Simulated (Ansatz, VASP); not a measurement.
TlO2 in VASP and in Ansatz

```xyz
6
Lattice="0.0000 4.5047 4.2491 3.4333 0.0000 4.2491 3.4333 4.5047 0.0000" Properties=species:S:1:pos:R:3 pbc="T T T"
Tl    3.4333    4.5047    2.1247
Tl    3.4333    4.5047    6.3734
O     3.4333    2.9175    4.2491
O     3.4333    6.0920    4.2491
O     3.4333    7.4229    4.2491
O     3.4333    1.5865    4.2491
```

Alike in both runs: functional PBE; k mesh 4 × 4 × 4; occupations gaussian, width 0.1 eV; no spin polarisation.

Ansatz relaxed the structure, and its values are those at the end. VASP's run is a single point on that final structure, the one shown.

|  | VASP | Ansatz |
| --- | --- | --- |
| version | VASP 6.6.1 | Ansatz 0.2.0 |
| potentials or method | VASP PAW PBE potentials, release 64 (Tl_d, O), cutoff 520 eV | scalar-relativistic, plane waves, PAW |
| valence electrons in the cell | 50 | 50 |

Ansatz gave:

| Quantity | Value |
| --- | --- |
| gap on the k mesh at the Fermi level (eV) | none |
| pressure (GPa) | -0.1 |
| rms of the force components (eV/Å) | 0.000 |

Q: What did VASP give for the same quantities?

A: gap on the k mesh at the Fermi level (eV): none; pressure (GPa): 0.2; rms of the force components (eV/Å): 0.201.

A gap of «none» marks a metal or a gap that the smearing closes. One of these differences is far larger than is usual between the two programs; its cause wasn't traced. With one functional, cell and mesh, what is left measures potentials, basis and numerics.

Spin-orbit coupling is off throughout.
